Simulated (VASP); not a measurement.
# B (P6_3/mmc) in VASP: notebook

B is run at these levels: LDA; tasks: single point.

All numbers are computed with VASP 6.6.1; they aren't measurements. Logs are shortened: lines on timing, memory, paths and dates and some standing lists are left out, and cuts for length are marked.

**1. The cell of the first run**

Symmetry: P6_3/mmc, No. 194, hexagonal system. Conventional cell: a = 1.650 Å, b = 1.650 Å, c = 6.744 Å, α = 90.00°, β = 90.00°, γ = 120.00°. Within 2.2 Å of B (site symmetry -6m2) lie 6 B at 1.65 Å.

**2. Single point, LDA (volume scaled by 0.92)**

Input file INCAR:

```
PREC = Accurate
ENCUT = 520
EDIFF = 1E-6
ISMEAR = -1
SIGMA = 0.1
LREAL = False
LASPH = True
NELM = 100
ALGO = Normal
ISIF = 2
LWAVE = False
LCHARG = False
NBANDS = 10
```

Input file KPOINTS:

```
regular mesh
0
Gamma
  24 24 5
```

Input file POSCAR:

```
B
1.0
    1.6497429064      0.0000000000      0.0000000000
   -0.8248714532      1.4287192667      0.0000000000
    0.0000000000      0.0000000000      6.7440766275
B
2
Direct
    0.3333333333      0.6666666667      0.2500000000
    0.6666666667      0.3333333333      0.7500000000
```

Potentials or basis: VASP PAW LDA potentials, release 64 (B).

Command:

```sh
cat potpaw_LDA.64/B/POTCAR > POTCAR
mpirun -np 1 vasp_std > vasp.out
```

OUTCAR:

```text
PREC = Accurate
   ENCUT = 520
   EDIFF = 1E-6
   ISMEAR = -1
   LREAL = False
   LASPH = True
   NELM = 100
   ISIF = 2

 ion  position               nearest neighbor table
   1  0.333  0.667  0.250-
   2  0.667  0.333  0.750-

  LATTYP: Found a hexagonal cell.
 ALAT       =     1.6497429064
 C/A-ratio  =     4.0879561302

  Lattice vectors:

 A1 = (   1.6497429064,   0.0000000000,   0.0000000000)
 A2 = (  -0.8248714532,   1.4287192667,   0.0000000000)
 A3 = (   0.0000000000,   0.0000000000,   6.7440766275)

Analysis of symmetry for initial positions (statically):
=====================================================================
 Subroutine PRICEL returns:
 Original cell was already a primitive cell.

 Routine SETGRP: Setting up the symmetry group for a
 hexagonal supercell.

 Subroutine GETGRP returns: Found 24 space group operations
 (whereof 12 operations were pure point group operations)
 out of a pool of 24 trial point group operations.

The static configuration has the point symmetry D_3d.
 The point group associated with its full space group is D_6h.

Analysis of symmetry for dynamics (positions and initial velocities):
=====================================================================
 Subroutine PRICEL returns:
 Original cell was already a primitive cell.

 Routine SETGRP: Setting up the symmetry group for a
 hexagonal supercell.

 Subroutine GETGRP returns: Found 24 space group operations
 (whereof 12 operations were pure point group operations)
 out of a pool of 24 trial point group operations.

The dynamic configuration has the point symmetry D_3d.
 The point group associated with its full space group is D_6h.

 Subroutine INISYM returns: Found 24 space group operations
 (whereof 12 operations are pure point group operations),
 and found     1 'primitive' translations

----------------------------------------------------------------------------------------

                                     Primitive cell

  volume of cell :      15.8959

  direct lattice vectors                    reciprocal lattice vectors
     1.649742906  0.000000000  0.000000000     0.606155054  0.349963783  0.000000000
    -0.824871453  1.428719267  0.000000000     0.000000000  0.699927567  0.000000000
     0.000000000  0.000000000  6.744076628     0.000000000  0.000000000  0.148278268
[... 81 lines left out ...]
   LASPH  =      T    aspherical Exc in radial PAW
   ENCUT  =  520.0 eV  38.22 Ry    6.18 a.u.   3.07  3.07 12.54*2*pi/ulx,y,z
   NELM   =    100;   NELMIN=  2; NELMDL= -5     # of ELM steps
   EDIFF  = 0.1E-05   stopping-criterion for ELM
   LREAL  =      F    real-space projection
   EDIFFG = 0.1E-04   stopping-criterion for IOM
   NSW    =      0    number of steps for IOM
   IBRION =     -1    ionic relax: 0-MD 1-quasi-New 2-CG
   NFREE  =      0    steps in history (QN), initial steepest desc. (CG)
   ISIF   =      2    stress and relaxation
   ISYM   =      2    0-nonsym 1-usesym 2-fastsym
   POTIM  = 0.5000    time-step for ionic-motion
   TEBEG  =    0.0;   TEEND  =   0.0 temperature during run
   PSTRESS=    0.0 pullay stress
   NELECT =       6.0000    total number of electrons
   NUPDOWN=      -1.0000    fix difference up-down
   EMIN   =  10.00;   EMAX   =-10.00  energy-range for DOS
   EFERMI =   0.00;   METHOD = LEGACY
   ISMEAR =    -1;   SIGMA  =   0.10  broadening in eV -4-tet -1-fermi 0-gaus
   EFERMI_NEDOS =   21; number of points for ismear=-14 and -15
   IALGO  =     38    algorithm
   IMIX   =      4    mixing-type and parameters
     AMIX     =   0.40;   BMIX     =  1.00
     AMIX_MAG =   1.60;   BMIX_MAG =  1.00
  volume/ion in A,a.u.               =       7.95        53.64
  Fermi-wavevector in a.u.,A,eV,Ry     =   1.183123  2.235779 19.045175  1.399781
  Thomas-Fermi vector in A             =   2.319364
   LORBIT       =      0    0 simple, 1 ext, 2 COOP (PROOUT), +10 PAW based schemes
   GGA     = CA    functional components
   LHFCALC =     F    Hartree Fock is set to
   AEXX    =    0.0000 exact exchange contribution
   IVDW    =     0    specifies the selected vdW correction
   LEPSILON=     F    determine dielectric tensor
   LRPA    =     F    only Hartree local field effects (RPA)
 non-spin polarized calculation
  energy-cutoff  :      520.00
  volume of cell :       15.90
 maximum number of plane-waves:       453
   NGX =  7   NGY =  7   NGZ = 25

 number of electron       6.0000000 magnetization

 Free energy of the ion-electron system (eV)
  ---------------------------------------------------
  ext. energy  EPLUGINS =         0.00000000
  ---------------------------------------------------
  free energy    TOTEN  =       -13.42941351 eV

  energy without entropy =      -13.41434840  energy(sigma->0) =      -13.42188095

 E-fermi :   6.5707     XC(G=0): -10.9477

 val. band max:        6.5288793531   @ k =   0.3333   0.2500   0.0000
 cond. band min:       6.6649458563   @ k =   0.2917   0.1250   0.2000
 fundamental gap:      0.1360665032
 Fermi energy:         6.5706551987

 k-point     1 :       0.0000    0.0000    0.0000
  band No.  band energies     occupation
      1     -11.2724      2.00000
      2     -10.7182      2.00000
      3      -3.1123      2.00000
      4      -0.4118      2.00000
      5       8.9076      0.00000
      6      16.9315      0.00000
      7      22.7226      0.00000
      8      33.3574      0.00000
      9      33.3588      0.00000
     10      33.3649      0.00000
[... 287 lines left out ...]
 k-point    24 :       0.4583    0.0417    0.0000
  band No.  band energies     occupation
      1      -2.8292      2.00000
      2      -2.7529      2.00000
      3       8.6308      0.00000
      4       8.9858      0.00000
      5      11.8746      0.00000
      6      12.9687      0.00000
      7      19.4215      0.00000
      8      21.4862      0.00000
      9      23.1449      0.00000
     10      23.4091      0.00000

 [... further k-points ...]
[... 5 lines left out ...]
  --------------------------------------------------------------------------------------
  -------------------------------------------------------------------------------------
  Total        2.8078465      2.8078465      0.0152870      0.0000000     -0.0000000      0.0000000
  in kB      283.0077161    283.0077161      1.5408073      0.0000000     -0.0000000      0.0000000
  external PRESSURE =     189.1854131 kB  Pullay stress =       0.0000000 kB

 VOLUME and BASIS-vectors are now :
 -----------------------------------------------------------------------------
  energy-cutoff  :      520.00
  volume of cell :       15.90
      direct lattice vectors                 reciprocal lattice vectors
     1.649742906  0.000000000  0.000000000     0.606155054  0.349963783  0.000000000
    -0.824871453  1.428719267  0.000000000     0.000000000  0.699927567  0.000000000
     0.000000000  0.000000000  6.744076628     0.000000000  0.000000000  0.148278268

 POSITION                                       TOTAL-FORCE (eV/Angst)
 -----------------------------------------------------------------------------------
     -0.00000      0.95248      1.68602         0.000000     -0.000000      0.000000
      0.82487      0.47624      5.05806        -0.000000      0.000000      0.000000
 -----------------------------------------------------------------------------------
    total drift:                               -0.000000      0.000000      0.000000

  FREE ENERGIE OF THE ION-ELECTRON SYSTEM (eV)
  ---------------------------------------------------
  free  energy   TOTEN  =       -13.4294135096 eV

  energy  without entropy=      -13.4143483981  energy(sigma->0) =      -13.42188095
```

stdout:

```text
POSCAR found type information on POSCAR B
 POSCAR found :  1 types and       2 ions
 scaLAPACK will be used
 LDA part: xc-table for (Slater(with rela. corr.)+CA(PZ))
 , standard interpolation
 POSCAR, INCAR and KPOINTS ok, starting setup
 FFT: planning ... GRIDC
 FFT: planning ... GRID_SOFT
 FFT: planning ... GRID
 WAVECAR not read
 entering main loop
```

Run time: 6.8 s. Hardware: 1 thread of Intel Xeon 6975P-C (Granite Rapids), shared host; peak memory 0.13 GiB.

What came out:

| Quantity | Value |
| --- | --- |
| Free energy | -13.4294 eV |
| Pressure | 18.9 GPa |
| Band gap on the k mesh | zero (band 3 reaches 10.22 eV, above the bottom of band 4 at -1.50 eV) |

Levels at points of the mesh, in eV from the Fermi level:
| k point | band 2 | band 3 | band 4 | band 5 | band 6 | band 7 |
| --- | --- | --- | --- | --- | --- | --- |
| (0.00, 0.00, 0.00) | -17.29 | -9.68 | -6.98 | 2.34 | 10.36 | 16.15 |
| (0.50, 0.00, 0.00) | -9.34 | 1.98 | 2.35 | 5.62 | 6.38 | 12.51 |

Caveat: the cell differs from its parent crystal (volume scaled by 0.92).

**3. Single point, LDA (volume scaled by 0.96)**

Input file INCAR:

```
ALGO = Normal
EDIFF = 1E-6
ENCUT = 520
GGA = CA
ISIF = 2
ISMEAR = -1
LASPH = True
LCHARG = True
LELF = True
LREAL = False
LVHAR = True
LWAVE = False
NBANDS = 10
NELM = 80
PREC = Accurate
SIGMA = 0.1
```

Input file KPOINTS:

```
k-points
0
Gamma
  24 24 5
```

Input file POSCAR:

```
B
1.0
    1.6733138468      0.0000000000      0.0000000000
   -0.8366569234      1.4491322998      0.0000000000
    0.0000000000      0.0000000000      6.8404335976
B
2
Direct
    0.3333333333      0.6666666667      0.2500000000
    0.6666666667      0.3333333333      0.7500000000
```

Potentials or basis: VASP PAW LDA potentials, release 64 (B).

Command:

```sh
cat potpaw_LDA.64/B/POTCAR > POTCAR
mpirun -np 1 vasp_std > vasp.out
```

OUTCAR:

```text
EDIFF = 1E-6
   ENCUT = 520
   GGA = CA
   ISIF = 2
   ISMEAR = -1
   LASPH = True
   LREAL = False
   NELM = 80
   PREC = Accurate

 ion  position               nearest neighbor table
   1  0.333  0.667  0.250-
   2  0.667  0.333  0.750-

  LATTYP: Found a hexagonal cell.
 ALAT       =     1.6733138468
 C/A-ratio  =     4.0879561301

  Lattice vectors:

 A1 = (   1.6733138468,   0.0000000000,   0.0000000000)
[... 488 lines left out ...]
      3       7.9794      0.00000
      4       8.3058      0.00000
      5      11.3452      0.00000
      6      12.3714      0.00000
      7      18.8201      0.00000
      8      20.8106      0.00000
      9      22.1768      0.00000
     10      22.3807      0.00000

 [... further k-points ...]
[... 5 lines left out ...]
  --------------------------------------------------------------------------------------
  -------------------------------------------------------------------------------------
  Total        1.3146813      1.3146813     -0.0319641      0.0000000     -0.0000000      0.0000000
  in kB      126.9878009    126.9878009     -3.0874773      0.0000000     -0.0000000      0.0000000
  external PRESSURE =      83.6293748 kB  Pullay stress =       0.0000000 kB

 VOLUME and BASIS-vectors are now :
 -----------------------------------------------------------------------------
  energy-cutoff  :      520.00
  volume of cell :       16.59
      direct lattice vectors                 reciprocal lattice vectors
     1.673313847  0.000000000  0.000000000     0.597616521  0.345034059  0.000000000
    -0.836656923  1.449132300  0.000000000     0.000000000  0.690068119  0.000000000
     0.000000000  0.000000000  6.840433598     0.000000000  0.000000000  0.146189563

 POSITION                                       TOTAL-FORCE (eV/Angst)
 -----------------------------------------------------------------------------------
     -0.00000      0.96609      1.71011        -0.000000      0.000000     -0.000000
      0.83666      0.48304      5.13033         0.000000     -0.000000      0.000000
 -----------------------------------------------------------------------------------
    total drift:                               -0.000000     -0.000000     -0.000000

  FREE ENERGIE OF THE ION-ELECTRON SYSTEM (eV)
  ---------------------------------------------------
  free  energy   TOTEN  =       -13.4881663435 eV

  energy  without entropy=      -13.4730040185  energy(sigma->0) =      -13.48058518
```

stdout:

```text
POSCAR found type information on POSCAR B
 POSCAR found :  1 types and       2 ions
 scaLAPACK will be used
 LDA part: xc-table for (Slater(with rela. corr.)+CA(PZ))
 , standard interpolation
 POSCAR, INCAR and KPOINTS ok, starting setup
 FFT: planning ... GRIDC
 FFT: planning ... GRID_SOFT
 FFT: planning ... GRID
 WAVECAR not read
 entering main loop
```

Wall time 7.7 s (1 thread of Intel Xeon 6975P-C (Granite Rapids), shared host); peak memory 0.13 GiB.

What came out:

```
Free energy            : -13.4882 eV
Pressure               : 8.4 GPa
Band gap on the k mesh : zero (band 3 reaches 9.69 eV, above the bottom of band 4 at -1.60 eV)
```

Stress tensor (GPa, compression positive):
```
12.70  0.00  0.00
 0.00 12.70  0.00
 0.00  0.00 -0.31
```

Caveat: the cell differs from its parent crystal (volume scaled by 0.96).

**4. Single point, LDA**

This run uses another cell than the first one, of 8.64 Å³/atom, 1.087 times its volume.

Input file INCAR:

```
  ALGO = Normal
  EDIFF = 1E-6
  ENCUT = 520
  GGA = CA
  ISIF = 2
  ISMEAR = -1
  LASPH = True
  LCHARG = False
  LREAL = False
  LWAVE = False
  NBANDS = 10
  NELM = 60
  PREC = Accurate
  SIGMA = 0.1
```

KPOINTS is that of step 3.

Input file POSCAR:

```
B
1.0
    1.6962388030      0.0000000000      0.0000000000
   -0.8481194015      1.4689858943      0.0000000000
    0.0000000000      0.0000000000      6.9341498130
B
2
Direct
    0.3333333333      0.6666666667      0.2500000000
    0.6666666667      0.3333333333      0.7500000000
```

Command:

```sh
cat potpaw_LDA.64/B/POTCAR > POTCAR
mpirun -np 1 vasp_std > vasp.out
```

It took 10 s on 1 thread of Intel Xeon 6975P-C (Granite Rapids), shared host; peak memory 0.13 GiB.

The run converged. Its results:

```yaml
Free_energy: -13.5052 eV
Pressure: -0.4 GPa
Band_gap_on_the_k_mesh: zero (band 3 reaches 9.20 eV, above the bottom of band 4 at -1.68 eV)
```

Stress tensor (GPa, compression positive):
```
-0.32  0.00  0.00
 0.00 -0.32  0.00
 0.00  0.00 -0.66
```

Levels at points of the mesh, in eV from the Fermi level:
```csv
k point,band 1,band 2,band 3,band 4,band 5,band 6,band 7,band 8
"(0.00, 0.00, 0.00)",-17.20,-16.73,-8.99,-6.53,2.41,9.94,15.44,24.77
"(0.50, 0.00, 0.00)",-8.92,-8.87,1.45,1.75,5.29,5.97,12.10,14.01
```

**5. Overview**

| cell | gap on the mesh (eV) | pressure (GPa) |
| --- | --- | --- |
| a = 1.650, b = 1.650, c = 6.744 Å, angles 90.0, 90.0, 120.0°, 2 atoms | none | 18.9 |
| a = 1.673, b = 1.673, c = 6.840 Å, angles 90.0, 90.0, 120.0°, 2 atoms | none | 8.4 |
| a = 1.696, b = 1.696, c = 6.934 Å, angles 90.0, 90.0, 120.0°, 2 atoms | none | -0.4 |

Alike in all rows: task single point; level LDA; potentials or basis VASP PAW LDA potentials, release 64 (B); no spin polarisation; k mesh 24 × 24 × 5; cutoff (eV) 520; smearing fermi-dirac 0.1 eV.

Absolute energies hang on the potentials; compare differences alone.
